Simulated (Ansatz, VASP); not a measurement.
## MoS2 in VASP and in Ansatz

File INCAR:

```
SYSTEM = MoS2
PREC = Accurate
ENCUT = 520
EDIFF = 1E-6
ISMEAR = -1
SIGMA = 0.05
LREAL = .False.
LASPH = .True.
NELM = 60
ALGO = Normal
ISIF = 2
LWAVE = .False.
LCHARG = .False.
GGA = PS
NBANDS = 35
```

File KPOINTS:

```
regular mesh
0
Gamma
  10 10 3
  0 0 0
```

Contents of POSCAR:

```
MoS2
1.0
    3.1261704254      0.0000000000      0.0000000000
   -1.5630852127      2.7073430050      0.0000000000
    0.0000000000      0.0000000000     12.1574390416
Mo S
2 4
Direct
    0.6666666667      0.3333333333      0.7500000000
    0.3333333333      0.6666666667      0.2500000000
    0.6666666667      0.3333333333      0.3770000000
    0.3333333333      0.6666666667      0.8770000000
    0.6666666667      0.3333333333      0.1230000000
    0.3333333333      0.6666666667      0.6230000000
```

File input.yaml:

```yaml
crystal:
  lattice:
    - [3.1261704254, 0.0, 0.0]
    - [-1.5630852127, 2.707343005, 0.0]
    - [0.0, 0.0, 12.1574390416]
  atoms:
    - { symbol: Mo, position: [0.6666666667, 0.3333333333, 0.75] }
    - { symbol: Mo, position: [0.3333333333, 0.6666666667, 0.25] }
    - { symbol: S, position: [0.6666666667, 0.3333333333, 0.377] }
    - { symbol: S, position: [0.3333333333, 0.6666666667, 0.877] }
    - { symbol: S, position: [0.6666666667, 0.3333333333, 0.123] }
    - { symbol: S, position: [0.3333333333, 0.6666666667, 0.623] }
kpoints:
  mp_grid: { grid: [10, 10, 3] }
scf:
  occupations: { method: fermi_dirac, width: 0.05 }
hamiltonian:
  xc: pbesol
  pseudopotentials: { kind: all_electron, lapw: { basis_error: 0.001 } }
output:
  forces: true
  stress: true
  eigenvalues: true
```

Change from the starting cell: volume scaled by 0.96.

Alike in both runs: task single point; functional PBEsol; k mesh 10 × 10 × 3; occupations fermi-dirac, width 0.05 eV; no spin polarisation.

|  | VASP | Ansatz |
| --- | --- | --- |
| version | VASP 6.6.1 | Ansatz 0.2.0 |
| potentials or method | VASP PAW PBE potentials, release 64 (Mo_sv, S), cutoff 520 eV | all-electron LAPW, scalar-relativistic |

Ansatz gave:

| Property | Result |
| --- | --- |
| gap on the k mesh at the Fermi level (eV) | 0.84 |
| least direct gap on the mesh (eV) | 1.97 |
| pressure (GPa) | 3.5 |
| traceless stress, the component that is largest in VASP (GPa) | 1.12 |
| rms of the force components (eV/Å) | 0.174 |

**Question.** What did VASP give for the same quantities?

**Answer.** gap on the k mesh at the Fermi level (eV): 0.86; least direct gap on the mesh (eV): 1.98; pressure (GPa): 3.4; traceless stress, the component that is largest in VASP (GPa): 1.11; rms of the force components (eV/Å): 0.174.

VASP's potentials were made for PBE, not for PBEsol. Atom by atom the forces differ by 0.001 eV/Å (rms over components). Ansatz ran all-electron here, and VASP with PAW potentials.
